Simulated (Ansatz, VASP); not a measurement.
MgO in VASP and in Ansatz

Contents of INCAR:

```
SYSTEM = MgO
ALGO = Normal ; EDIFF = 1E-6
ENCUT = 600 ; GGA = PE
GGA_COMPAT = .False. ; ISIF = 2
ISMEAR = 0 ; LASPH = .True.
LCHARG = .False. ; LREAL = .False.
LWAVE = .False. ; NBANDS = 11
NELM = 120 ; PREC = Accurate
SIGMA = 0.01
```

Contents of KPOINTS:

```
k-points
0
Gamma
  10 10 10
  0 0 0
```

POSCAR

```
MgO
1.0
    0.0000000000      1.6595262518      1.6595262518
    1.6595262518      0.0000000000      1.6595262518
    1.6595262518      1.6595262518      0.0000000000
Mg O
1 1
Direct
    0.0000000000      0.0000000000      0.0000000000
    0.5000000000      0.5000000000      0.5000000000
```

Input for Ansatz:

```yaml
crystal:
  lattice:
    - [0.0, 1.6595262518, 1.6595262518]
    - [1.6595262518, 0.0, 1.6595262518]
    - [1.6595262518, 1.6595262518, 0.0]
  atoms:
    - { symbol: Mg, position: [0.0, 0.0, 0.0] }
    - { symbol: O, position: [0.5, 0.5, 0.5] }
scf:
  occupations: { method: fixed }
output:
  forces: true
  stress: true
  eigenvalues: true
  write_density: true
  write_potential: true
  elf: true
  volumetric_format: npy
hamiltonian:
  xc: pbe
basis:
  ecutwfc: 700
kpoints:
  mp_grid: { grid: [10, 10, 10] }
```

Alike in both runs: task single point; functional PBE; k mesh 10 × 10 × 10; no spin polarisation.

|  | VASP | Ansatz |
| --- | --- | --- |
| version | VASP 6.6.1 | Ansatz 0.2.0 |
| potentials or method | VASP PAW PBE potentials, release 64 (Mg, O), cutoff 600 eV | scalar-relativistic, plane waves, PAW |
| occupations | gaussian, width 0.01 eV | fixed |
| valence electrons in the cell | 8 | 16 |

Ansatz gave:

- gap on the k mesh at the Fermi level (eV): 8.63
- least direct gap on the mesh (eV): 11.12

What did VASP give for the same quantities?

gap on the k mesh at the Fermi level (eV): 8.56; least direct gap on the mesh (eV): 11.09.

VASP's potentials hold 8 valence electrons a cell and Ansatz's 16, so a difference there can come from the potentials and not from the codes.
